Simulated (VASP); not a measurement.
## Cr: single point with LDA

Cr:

```
Cr
1.0
    -1.39387    1.39387    1.39387
     1.39387   -1.39387    1.39387
     1.39387    1.39387   -1.39387
Cr
1
Direct
  0.00000 0.00000 0.00000
```

| Property | Result |
| --- | --- |
| Program | VASP 6.6.1 |
| Task | single point |
| Functional | LDA |
| Potentials or basis | VASP PAW LDA potentials, release 64 (Cr_pv) |
| Cutoff | 520 eV |
| k mesh | 16 × 16 × 16 |
| Occupations | methfessel-paxton, width 0.3 eV |
| Spin | collinear spin, ferromagnetic start |
| Starting moments | [1.5] μB |

| Property | Result |
| --- | --- |
| Pressure | 0.1 GPa |
| Band gap on the k mesh | zero (filled and empty bands overlap) |
| Net moment | 0.00 μB per cell |
| Valence electrons inside the program's atomic spheres | Cr 11.21 |

Levels at points of the mesh, in eV from the Fermi level:
Spin up:
```tsv
k point	band 4	band 5	band 6	band 7	band 8	band 9
(0.00, 0.00, 0.00)	-7.99	-1.00	-1.00	-1.00	1.18	1.18
(0.50, 0.00, 0.00)	-4.76	-2.69	1.22	1.40	1.56	3.15
(0.50, 0.50, 0.50)	-4.76	-4.76	2.71	2.71	2.71	5.39
```
Spin down:
```csv
k point,band 3,band 4,band 5,band 6,band 7,band 8,band 9,band 10
"(0.00, 0.00, 0.00)",-42.23,-7.99,-1.00,-1.00,-1.00,1.18,1.18,5.39
"(0.50, 0.00, 0.00)",-42.24,-4.76,-2.69,1.22,1.40,1.56,3.15,5.39
"(0.50, 0.50, 0.50)",-43.02,-4.76,-4.76,2.71,2.71,2.71,5.39,11.23
```

Wall time 30 s on 1 thread of Intel Xeon 6975P-C, with other jobs on the host, peak memory 0.15 GiB.

Caveat: the starting moments collapsed, and a magnetic state may lie lower.
